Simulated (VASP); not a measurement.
A run of VASP 6.6.1 is set up as follows.

Contents of INCAR:

```
ALGO = Normal
EDIFF = 1E-6
ENCUT = 400
GGA = PS
GGA_COMPAT = False
ISIF = 2
ISMEAR = -1
LASPH = True
LCHARG = True
LELF = True
LREAL = False
LVHAR = True
LWAVE = False
NBANDS = 12
NELM = 120
NELMDL = -8
PREC = Accurate
SIGMA = 0.05
```

File KPOINTS:

```
k-points
0
Gamma
  8 9 1
```

File POSCAR:

```
Sb
1.0
    3.2305600000      0.0000000000      0.0000000000
    0.0000000000      3.1098000000      0.0000000000
    0.0000000000      0.0000000000     31.3600000000
Sb
2
Direct
    0.0000000000      0.0000000000      0.2463800000
    0.5000000000      0.0000000000      0.3276000000
```

Potentials or basis: VASP PAW PBE potentials, release 64 (Sb).

Run with:

```sh
$ cat potpaw_PBE.64/Sb/POTCAR > POTCAR
$ mpirun -np 1 vasp_std > vasp.out
```

Predict the largest force.

0.141 eV/Å.

What does it give for the band gap on the k mesh?

Zero (band 5 reaches 0.03 eV, above the bottom of band 6 at -4.46 eV).

Forces on the atoms (eV/Å):
```
Sb   0.000  0.000  0.141
Sb   0.000  0.000 -0.141
```

Caveat: the PAW data sets were made with another functional, which shifts forces and pressure a little; spin-orbit coupling is left out, which moves the levels of the heavy elements.
